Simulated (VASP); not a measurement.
# NbTe (P-6m2) in VASP: settings compared

Aim: see how the results for NbTe move with the level of theory and the settings. Levels: LDA, PBEsol. Tasks: single point, relaxation of cell and atoms.

All numbers are computed with VASP 6.6.1; they aren't measurements. Logs are shortened: lines on timing, memory, paths and dates and some standing lists are left out, and cuts for length are marked.

### Step 1. The cell of the first run

The structure is hexagonal, space group P-6m2 (No. 187). Conventional cell: a = 3.703 Å, b = 3.703 Å, c = 3.694 Å, α = 90.00°, β = 90.00°, γ = 120.00°. Within 3.7 Å of Te (site symmetry -6m2) lie 6 Nb at 2.83 Å and 2 Te at 3.69 Å. Within 3.7 Å of Nb (site symmetry -6m2) lie 6 Te at 2.83 Å and 2 Nb at 3.69 Å.

### Step 2. Single point, LDA

INCAR reads:

```
SYSTEM = NbTe
PREC = Accurate
ENCUT = 520
EDIFF = 1E-7
ISMEAR = -1
SIGMA = 0.05
LREAL = .FALSE.
LASPH = .TRUE.
NELM = 100
ALGO = Normal
ISIF = 2
LWAVE = .FALSE.
LCHARG = .FALSE.
GGA = CA
NBANDS = 16
```

KPOINTS reads:

```
regular mesh
0
G
  8 8 7
  0 0 0
```

POSCAR reads:

```
NbTe
1.0
    3.7029743866      0.0000000000      0.0000000000
   -1.8514871933      3.2068698884      0.0000000000
    0.0000000000      0.0000000000      3.6942110000
Te Nb
1 1
Direct
    0.6666666667      0.3333333333      0.0000000000
    0.0000000000      0.0000000000      0.5000000000
```

Potentials or basis: VASP PAW LDA potentials, release 64 (Te, Nb_sv).

Run with:

```sh
> cat potpaw_LDA.64/Te/POTCAR potpaw_LDA.64/Nb_sv/POTCAR > POTCAR
> mpirun -np 1 vasp_std > vasp.out
```

OUTCAR:

```text
SYSTEM = NbTe
   PREC = Accurate
   ENCUT = 520
   EDIFF = 1E-7
   ISMEAR = -1
   LREAL = .FALSE.
   LASPH = .TRUE.
   NELM = 100
   ISIF = 2
   GGA = CA

 ion  position               nearest neighbor table
   1  0.667  0.333  0.000-   2 2.83   2 2.83   2 2.83   2 2.83   2 2.83   2 2.83
   2  0.000  0.000  0.500-   1 2.83   1 2.83   1 2.83   1 2.83   1 2.83   1 2.83

  LATTYP: Found a hexagonal cell.
 ALAT       =     3.7029743866
 C/A-ratio  =     0.9976334196

  Lattice vectors:

 A1 = (   3.7029743866,   0.0000000000,   0.0000000000)
 A2 = (  -1.8514871933,   3.2068698884,   0.0000000000)
 A3 = (   0.0000000000,   0.0000000000,   3.6942110000)

Analysis of symmetry for initial positions (statically):
=====================================================================
 Subroutine PRICEL returns:
 Original cell was already a primitive cell.

 Routine SETGRP: Setting up the symmetry group for a
 hexagonal supercell.

 Subroutine GETGRP returns: Found 12 space group operations
 (whereof 12 operations were pure point group operations)
 out of a pool of 24 trial point group operations.

The static configuration has the point symmetry D_3h.

Analysis of symmetry for dynamics (positions and initial velocities):
=====================================================================
 Subroutine PRICEL returns:
 Original cell was already a primitive cell.

 Routine SETGRP: Setting up the symmetry group for a
 hexagonal supercell.

 Subroutine GETGRP returns: Found 12 space group operations
 (whereof 12 operations were pure point group operations)
 out of a pool of 24 trial point group operations.

The dynamic configuration has the point symmetry D_3h.

 Subroutine INISYM returns: Found 12 space group operations
 (whereof 12 operations are pure point group operations),
 and found     1 'primitive' translations

----------------------------------------------------------------------------------------

                                     Primitive cell

  volume of cell :      43.8686

  direct lattice vectors                    reciprocal lattice vectors
     3.702974387  0.000000000  0.000000000     0.270053178  0.155915275  0.000000000
    -1.851487193  3.206869888  0.000000000     0.000000000  0.311830550  0.000000000
     0.000000000  0.000000000  3.694211000     0.000000000  0.000000000  0.270693796

  length of vectors
     3.702974387  3.702974387  3.694211000     0.311830550  0.311830550  0.270693796

  position of ions in fractional coordinates (direct lattice)
     0.666666667  0.333333333  0.000000000
     0.000000000  0.000000000  0.500000000

  ion indices of the primitive-cell ions
   primitive index   ion index
                 1           1
                 2           2

----------------------------------------------------------------------------------------

 KPOINTS: regular mesh

Automatic generation of k-mesh.
 Grid dimensions read from file:
 generate k-points for:    8    8    7

 Generating k-lattice:

  Cartesian coordinates                     Fractional coordinates (reciprocal lattice)
     0.033756647  0.019489409  0.000000000     0.125000000  0.000000000  0.000000000
     0.000000000  0.038978819  0.000000000     0.000000000  0.125000000  0.000000000
     0.000000000  0.000000000  0.038670542     0.000000000  0.000000000  0.142857143

  Length of vectors
     0.038978819  0.038978819  0.038670542

  Shift w.r.t. Gamma in fractional coordinates (k-lattice)
     0.000000000  0.000000000  0.000000000

 Subroutine IBZKPT returns following result:
 ===========================================

 Found     40 irreducible k-points:

 Following reciprocal coordinates:
            Coordinates               Weight
  0.000000  0.000000  0.000000      1.000000
  0.125000 -0.000000  0.000000      6.000000
  0.250000 -0.000000  0.000000      6.000000
  0.375000  0.000000  0.000000      6.000000
  0.500000 -0.000000  0.000000      3.000000
  0.125000  0.125000  0.000000      6.000000
[... 16 lines left out ...]
  0.250000 -0.000000  0.285714     12.000000
  0.375000  0.000000  0.285714     12.000000
 [... further k-points ...]
   k-points           NKPTS =     40   k-points in BZ     NKDIM =     40   number of bands    NBANDS=     16
   number of dos      NEDOS =    301   number of ions     NIONS =      2
   total plane-waves  NPLWV =  21952
   dimension x,y,z NGX =    28 NGY =   28 NGZ =   28
   dimension x,y,z NGXF=    56 NGYF=   56 NGZF=   56
   ions per type =               1   1
   NGX,Y,Z   is equivalent  to a cutoff of  12.57, 12.57, 12.60 a.u.
   NGXF,Y,Z  is equivalent  to a cutoff of  25.14, 25.14, 25.20 a.u.
 SYSTEM =  NbTe
   PREC   = accura    normal or accurate (medium, high low for compatibility)
   ISTART =      0    job   : 0-new  1-cont  2-samecut
   ICHARG =      2    charge: 1-file 2-atom 10-const
   ISPIN  =      1    spin polarized calculation?
   LNONCOLLINEAR =      F non collinear calculations
   LSORBIT =      F    spin-orbit coupling
   LASPH  =      T    aspherical Exc in radial PAW
   ENCUT  =  520.0 eV  38.22 Ry    6.18 a.u.   6.89  6.89  6.87*2*pi/ulx,y,z
   NELM   =    100;   NELMIN=  2; NELMDL= -5     # of ELM steps
   EDIFF  = 0.1E-06   stopping-criterion for ELM
   LREAL  =      F    real-space projection
   EDIFFG = 0.1E-05   stopping-criterion for IOM
   NSW    =      0    number of steps for IOM
   IBRION =     -1    ionic relax: 0-MD 1-quasi-New 2-CG
   NFREE  =      0    steps in history (QN), initial steepest desc. (CG)
   ISIF   =      2    stress and relaxation
   ISYM   =      2    0-nonsym 1-usesym 2-fastsym
   POTIM  = 0.5000    time-step for ionic-motion
   TEBEG  =    0.0;   TEEND  =   0.0 temperature during run
   PSTRESS=    0.0 pullay stress
   NELECT =      19.0000    total number of electrons
   NUPDOWN=      -1.0000    fix difference up-down
   EMIN   =  10.00;   EMAX   =-10.00  energy-range for DOS
   EFERMI =   0.00;   METHOD = LEGACY
   ISMEAR =    -1;   SIGMA  =   0.05  broadening in eV -4-tet -1-fermi 0-gaus
   EFERMI_NEDOS =   21; number of points for ismear=-14 and -15
   IALGO  =     38    algorithm
   IMIX   =      4    mixing-type and parameters
     AMIX     =   0.40;   BMIX     =  1.00
     AMIX_MAG =   1.60;   BMIX_MAG =  1.00
  volume/ion in A,a.u.               =      21.93       148.02
  Fermi-wavevector in a.u.,A,eV,Ry     =   1.238630  2.340671 20.874103  1.534203
  Thomas-Fermi vector in A             =   2.373147
   LORBIT       =      0    0 simple, 1 ext, 2 COOP (PROOUT), +10 PAW based schemes
   GGA     = CA    functional components
   LHFCALC =     F    Hartree Fock is set to
   AEXX    =    0.0000 exact exchange contribution
   IVDW    =     0    specifies the selected vdW correction
   LEPSILON=     F    determine dielectric tensor
   LRPA    =     F    only Hartree local field effects (RPA)
 non-spin polarized calculation
  energy-cutoff  :      520.00
  volume of cell :       43.87
 maximum number of plane-waves:      1190
 NGX is ok and might be reduce to    28
   NGX = 13   NGY = 13   NGZ = 13

 number of electron      18.9999998 magnetization

 Free energy of the ion-electron system (eV)
  ---------------------------------------------------
  ext. energy  EPLUGINS =         0.00000000
  ---------------------------------------------------
  free energy    TOTEN  =       -15.46162898 eV

  energy without entropy =      -15.45026282  energy(sigma->0) =      -15.45594590

 E-fermi :  10.8823     XC(G=0): -11.4504

 val. band max:       10.8418274280   @ k =   0.2500  -0.0000   0.0000
 cond. band min:      10.8825804699   @ k =   0.1250  -0.0000   0.2857
 fundamental gap:      0.0407530419
 Fermi energy:        10.8822596445

 k-point     1 :       0.0000    0.0000    0.0000
  band No.  band energies     occupation
      1     -44.3918      2.00000
      2     -20.7480      2.00000
      3     -20.5526      2.00000
      4     -20.5526      2.00000
      5      -3.3734      2.00000
      6       7.7309      2.00000
[... 8 lines left out ...]
     15      16.7929      0.00000
     16      17.8915      0.00000

 k-point     2 :       0.1250   -0.0000    0.0000
  band No.  band energies     occupation
      1     -44.3905      2.00000
      2     -20.7446      2.00000
      3     -20.5728      2.00000
      4     -20.5574      2.00000
      5      -3.1863      2.00000
      6       6.9427      2.00000
[... 8 lines left out ...]
     15      16.6688      0.00000
     16      18.6469      0.00000

 k-point     3 :       0.2500   -0.0000    0.0000
  band No.  band energies     occupation
      1     -44.3873      2.00000
      2     -20.7365      2.00000
      3     -20.6211      2.00000
      4     -20.5688      2.00000
      5      -2.6782      2.00000
      6       5.5587      2.00000
[... 8 lines left out ...]
     15      17.7237      0.00000
     16      19.2013      0.00000

 k-point     4 :       0.3750    0.0000    0.0000
  band No.  band energies     occupation
      1     -44.3841      2.00000
      2     -20.7284      2.00000
      3     -20.6688      2.00000
      4     -20.5803      2.00000
      5      -2.0465      2.00000
      6       4.2739      2.00000
[... 8 lines left out ...]
     15      17.3105      0.00000
     16      19.5116      0.00000
[... 324 lines left out ...]
 k-point    22 :       0.1250   -0.0000    0.2857
  band No.  band energies     occupation
      1     -44.3873      2.00000
      2     -20.8141      2.00000
      3     -20.5656      2.00000
      4     -20.5508      2.00000
      5      -2.5180      2.00000
      6       4.9151      2.00000
[... 8 lines left out ...]
     15      17.5004      0.00000
     16      18.9427      0.00000

 k-point    23 :       0.2500   -0.0000    0.2857
  band No.  band energies     occupation
      1     -44.3841      2.00000
      2     -20.8027      2.00000
      3     -20.6112      2.00000
      4     -20.5612      2.00000
      5      -2.1537      2.00000
      6       5.1504      2.00000
[... 8 lines left out ...]
     15      17.6738      0.00000
     16      19.3258      0.00000

 k-point    24 :       0.3750    0.0000    0.2857
  band No.  band energies     occupation
      1     -44.3809      2.00000
      2     -20.7913      2.00000
      3     -20.6564      2.00000
      4     -20.5716      2.00000
      5      -1.7194      2.00000
      6       4.6697      2.00000
[... 8 lines left out ...]
     15      17.1692      0.00000
     16      19.4787      0.00000

 [... further k-points ...]
[... 5 lines left out ...]
  --------------------------------------------------------------------------------------
  -------------------------------------------------------------------------------------
  Total       -1.9920423     -1.9920423     -2.1990314     -0.0000000      0.0000000     -0.0000000
  in kB      -72.7537526    -72.7537526    -80.3134490     -0.0000000      0.0000000     -0.0000000
  external PRESSURE =     -75.2736514 kB  Pullay stress =       0.0000000 kB

 VOLUME and BASIS-vectors are now :
 -----------------------------------------------------------------------------
  energy-cutoff  :      520.00
  volume of cell :       43.87
      direct lattice vectors                 reciprocal lattice vectors
     3.702974387  0.000000000  0.000000000     0.270053178  0.155915275  0.000000000
    -1.851487193  3.206869888  0.000000000     0.000000000  0.311830550  0.000000000
     0.000000000  0.000000000  3.694211000     0.000000000  0.000000000  0.270693796

 POSITION                                       TOTAL-FORCE (eV/Angst)
 -----------------------------------------------------------------------------------
      1.85149      1.06896      0.00000         0.000000      0.000000      0.000000
      0.00000      0.00000      1.84711        -0.000000      0.000000      0.000000
 -----------------------------------------------------------------------------------
    total drift:                               -0.000000      0.000000      0.000000

  FREE ENERGIE OF THE ION-ELECTRON SYSTEM (eV)
  ---------------------------------------------------
  free  energy   TOTEN  =       -15.4616289822 eV

  energy  without entropy=      -15.4502628231  energy(sigma->0) =      -15.45594590
```

It took 42 s on 1 thread of AMD EPYC 7R13, shared host; peak memory 0.13 GiB.

Results:

```
Free energy : -15.4616 eV
Pressure    : -7.5 GPa
```

Caveat: spin-orbit coupling is left out, which moves the levels of the heavy elements.

### Step 3. Relaxation of cell and atoms, PBEsol, target pressure 2 GPa, at which the enthalpy is minimised

INCAR reads:

```
SYSTEM = NbTe
PREC = Accurate ; ENCUT = 600
EDIFF = 1E-6 ; ISMEAR = -1
SIGMA = 0.05 ; LREAL = .False.
LASPH = .True. ; NELM = 60
ALGO = Normal ; ISIF = 3
LWAVE = .False. ; LCHARG = .False.
GGA = PS ; IBRION = 2
NSW = 60 ; EDIFFG = -0.01
PSTRESS = 20.0
```

KPOINTS reads:

```
regular mesh
0
Gamma
  8 8 7
  0 0 0
```

POSCAR is that of step 2.

Potentials or basis: VASP PAW PBE potentials, release 64 (Te, Nb_sv).

Run with:

```sh
> cat potpaw_PBE.64/Te/POTCAR potpaw_PBE.64/Nb_sv/POTCAR > POTCAR
> mpirun -np 1 vasp_std > vasp.out
```

Run time: 2.5 min. Hardware: 1 thread of Intel Xeon Platinum 8488C (Sapphire Rapids), shared host; peak memory 0.2 GiB.

It converged, with:

| Item | Value |
| --- | --- |
| Free energy | -14.9009 eV |
| Relaxed volume | 20.63 Å³/atom |
| Relaxed cell | a = 3.605 Å, b = 3.605 Å, c = 3.667 Å, α = 90.00°, β = 90.00°, γ = 120.00° |
| Space group after relaxing (to 0.05 Å) | P-6m2 (No. 187) |
| Energy change on relaxing (the enthalpy is what falls) | -15.1 meV/atom |
| Ionic steps | 11 |
| Pressure after relaxing | 2.0 GPa |

The path:
| step | energy change (eV) | largest force (eV/Å) | pressure (GPa) | volume (Å³) |
| --- | --- | --- | --- | --- |
| 1 | 0.0000 | 0.0000 | -5.31 | 43.87 |
| 2 | 0.1840 | 0.0000 | 18.19 | 37.82 |
| 3 | -0.0292 | 0.0000 | 1.79 | 41.48 |
| 4 | -0.0286 | 0.0000 | 1.96 | 41.43 |
| 5 | -0.0280 | 0.0000 | 2.13 | 41.38 |
| 6 | -0.0298 | 0.0000 | 2.19 | 41.28 |
| 7 | -0.0296 | 0.0000 | 2.19 | 41.24 |
| 8 | -0.0295 | 0.0000 | 2.17 | 41.22 |
| 9 | -0.0294 | 0.0000 | 2.18 | 41.22 |
| 10 | -0.0311 | 0.0000 | 1.72 | 41.36 |
| 11 | -0.0301 | 0.0000 | 2.01 | 41.27 |

Final structure:
```
CELL_PARAMETERS angstrom
3.60507 0.00000 0.00000
-1.80253 3.12208 0.00000
0.00000 0.00000 3.66666
ATOMIC_POSITIONS crystal
Te 0.66667 0.33333 0.00000
Nb 0.00000 0.00000 0.50000
```

Levels at points of the mesh, in eV from the Fermi level:
```tsv
k point	band 6	band 7	band 8	band 9	band 10	band 11	band 12	band 13
(0.00, 0.00, 0.00)	-3.32	-3.19	-3.19	-2.52	0.13	0.13	2.68	2.68
(0.50, 0.00, 0.00)	-7.59	-4.16	-2.91	-2.54	-0.24	1.40	1.75	3.16
```

Caveat: the cell is relaxed towards a set pressure, so the enthalpy falls and the energy may rise; the PAW data sets were made with another functional, which shifts forces and pressure a little; spin-orbit coupling is left out, which moves the levels of the heavy elements.

### Step 4. Relaxation of cell and atoms, PBEsol, target pressure 5 GPa, at which the enthalpy is minimised

INCAR reads:

```
PREC = Accurate
ENCUT = 600
EDIFF = 1E-7
ISMEAR = -1
SIGMA = 0.05
LREAL = F
LASPH = T
NELM = 60
ALGO = Normal
ISIF = 3
LWAVE = F
LCHARG = F
GGA = PS
IBRION = 2
NSW = 60
EDIFFG = -0.01
PSTRESS = 50.0
```

KPOINTS reads:

```
Automatic mesh
0
Gamma
  8 8 7
```

POSCAR is that of step 3.

Run with:

```sh
> cat potpaw_PBE.64/Te/POTCAR potpaw_PBE.64/Nb_sv/POTCAR > POTCAR
> mpirun -np 1 vasp_std > vasp.out
```

It took 3 min on 1 thread of Intel Xeon Platinum 8488C (Sapphire Rapids), shared host; peak memory 0.2 GiB.

It converged, with:

* Free energy: -14.8825 eV
* Relaxed volume: 20.21 Å³/atom
* Relaxed cell: a = 3.573 Å, b = 3.573 Å, c = 3.656 Å, α = 90.00°, β = 90.00°, γ = 120.00°
* Space group after relaxing (to 0.05 Å): P-6m2 (No. 187)
* Energy change on relaxing (the enthalpy is what falls): -5.9 meV/atom
* Ionic steps: 10
* Pressure after relaxing: 5.0 GPa

The path:
| step | energy change (eV) | largest force (eV/Å) | pressure (GPa) | volume (Å³) |
| --- | --- | --- | --- | --- |
| 1 | 0.0000 | 0.0000 | -5.32 | 43.87 |
| 2 | 0.5537 | 0.0000 | 33.60 | 35.49 |
| 3 | -0.0148 | 0.0000 | 4.49 | 40.74 |
| 4 | -0.0116 | 0.0000 | 4.91 | 40.63 |
| 5 | -0.0096 | 0.0000 | 5.16 | 40.57 |
| 6 | -0.0113 | 0.0000 | 5.20 | 40.44 |
| 7 | -0.0098 | 0.0000 | 5.24 | 40.36 |
| 8 | -0.0099 | 0.0000 | 5.24 | 40.37 |
| 9 | -0.0151 | 0.0000 | 4.56 | 40.54 |
| 10 | -0.0118 | 0.0000 | 5.00 | 40.43 |

Final structure:
```
CELL_PARAMETERS angstrom
3.57334 0.00000 0.00000
-1.78667 3.09461 0.00000
0.00000 0.00000 3.65571
ATOMIC_POSITIONS crystal
Te 0.66667 0.33333 0.00000
Nb 0.00000 0.00000 0.50000
```

Levels at points of the mesh, in eV from the Fermi level:
```csv
k point,band 6,band 7,band 8,band 9,band 10,band 11,band 12,band 13
"(0.00, 0.00, 0.00)",-3.43,-3.20,-3.20,-2.58,0.13,0.13,2.77,2.77
"(0.50, 0.00, 0.00)",-7.72,-4.26,-3.00,-2.52,-0.25,1.45,1.85,3.21
```

Caveat: the cell is relaxed towards a set pressure, so the enthalpy falls and the energy may rise; the PAW data sets were made with another functional, which shifts forces and pressure a little; spin-orbit coupling is left out, which moves the levels of the heavy elements.

### Step 5. Relaxation of cell and atoms, PBEsol, target pressure 10 GPa, at which the enthalpy is minimised

INCAR reads:

```
SYSTEM = NbTe
PREC = Accurate
ENCUT = 600
EDIFF = 1E-6
ISMEAR = -1
SIGMA = 0.05
LREAL = .False.
LASPH = .True.
NELM = 80
ALGO = Normal
ISIF = 3
LWAVE = .False.
LCHARG = .False.
GGA = PS
IBRION = 2
NSW = 60
EDIFFG = -0.01
PSTRESS = 100.0
```

KPOINTS reads:

```
regular mesh
0
Gamma
  8 8 7
  0 0 0
```

POSCAR is that of step 4.

Run with:

```sh
> cat potpaw_PBE.64/Te/POTCAR potpaw_PBE.64/Nb_sv/POTCAR > POTCAR
> mpirun -np 1 vasp_std > vasp.out
```

Wall time 2.8 min (1 thread of Intel Xeon Platinum 8488C (Sapphire Rapids), shared host); peak memory 0.2 GiB.

It converged, with:

| Property | Result |
| --- | --- |
| Free energy | -14.8252 eV |
| Relaxed volume | 19.59 Å³/atom |
| Relaxed cell | a = 3.525 Å, b = 3.525 Å, c = 3.642 Å, α = 90.00°, β = 90.00°, γ = 120.00° |
| Space group after relaxing (to 0.05 Å) | P-6m2 (No. 187) |
| Energy change on relaxing (the enthalpy is what falls) | +22.8 meV/atom |
| Ionic steps | 10 |
| Pressure after relaxing | 10.0 GPa |

The path:
```csv
step,energy change (eV),largest force (eV/Å),pressure (GPa),volume (Å³)
1,0.0000,0.0000,-5.31,43.87
2,1.6943,0.0000,70.07,31.86
3,0.0264,0.0000,8.62,39.73
4,0.0397,0.0000,9.69,39.49
5,0.0450,0.0000,10.07,39.41
6,0.0439,0.0000,10.10,39.24
7,0.0486,0.0000,10.21,39.14
8,0.0481,0.0000,10.20,39.15
9,0.0397,0.0000,9.58,39.28
10,0.0456,0.0000,10.00,39.19
```

Final structure:
```cif
data_structure
_symmetry_space_group_name_H-M 'P 1'
_symmetry_Int_Tables_number 1
_cell_length_a 3.5249
_cell_length_b 3.5249
_cell_length_c 3.6418
_cell_angle_alpha 90.000
_cell_angle_beta 90.000
_cell_angle_gamma 120.000
_cell_volume 39.19
loop_
_atom_site_label
_atom_site_type_symbol
_atom_site_fract_x
_atom_site_fract_y
_atom_site_fract_z
_atom_site_occupancy
Te1 Te 0.66667 0.33333 0.00000 1
Nb1 Nb 0.00000 0.00000 0.50000 1
```

Levels at points of the mesh, in eV from the Fermi level:
```
           k point  band 7  band 8  band 9  band 10  band 11  band 12  band 13
(0.00, 0.00, 0.00)   -3.22   -3.22   -2.67     0.13     0.13     2.91     2.91
(0.50, 0.00, 0.00)   -4.44   -3.14   -2.47    -0.28     1.55     2.00     3.27
```

Caveat: the cell is relaxed towards a set pressure, so the enthalpy falls and the energy may rise; the PAW data sets were made with another functional, which shifts forces and pressure a little; spin-orbit coupling is left out, which moves the levels of the heavy elements.

[end of part 1 of 2]
